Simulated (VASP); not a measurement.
# In: single point with PBE

The system is In.

```
In
1.0
    -1.59692    1.59692    2.68138
     1.59692   -1.59692    2.68138
     1.59692    1.59692   -2.68138
In
1
Direct
  0.00000 0.00000 0.00000
```

```
Program                : VASP 6.6.1
Task                   : single point
Functional             : PBE
Potentials or basis    : VASP PAW PBE potentials, release 64 (In_d)
Cutoff                 : 500 eV
k mesh                 : 8 × 8 × 8
Occupations            : gaussian, width 0.05 eV
Spin                   : no spin polarisation
Dipole correction      : no
Further INCAR settings : ALGO = Normal; EDIFF = 1e-06; NBANDS = 12
```

```
Pressure               : 0.0 GPa
Band gap on the k mesh : zero (an odd number of electrons rules out a gap without spin polarisation)
```

Stress tensor (GPa, compression positive):
```
-0.05  0.00  0.00
 0.00 -0.05  0.00
 0.00  0.00  0.16
```

Levels at points of the mesh, in eV from the Fermi level:
```tsv
k point	band 3	band 4	band 5	band 6	band 7	band 8	band 9	band 10
(0.00, 0.00, 0.00)	-14.58	-14.58	-14.41	-9.30	10.05	10.14	10.14	11.69
(0.50, 0.00, 0.00)	-14.57	-14.40	-14.33	-4.27	-3.21	5.99	9.60	9.82
(0.50, 0.50, 0.00)	-14.43	-14.39	-14.23	-1.52	-1.21	2.80	3.87	6.39
(0.50, 0.50, 0.50)	-14.36	-14.36	-14.36	-4.06	-3.02	5.51	5.51	8.79
```

Run time: 9.9 s on 1 thread of AMD EPYC 9R45 96-Core Processor (Zen 5), with other jobs on the host, peak memory 0.13 GiB.

Caveat: spin-orbit coupling is left out, which moves the levels of the heavy elements.
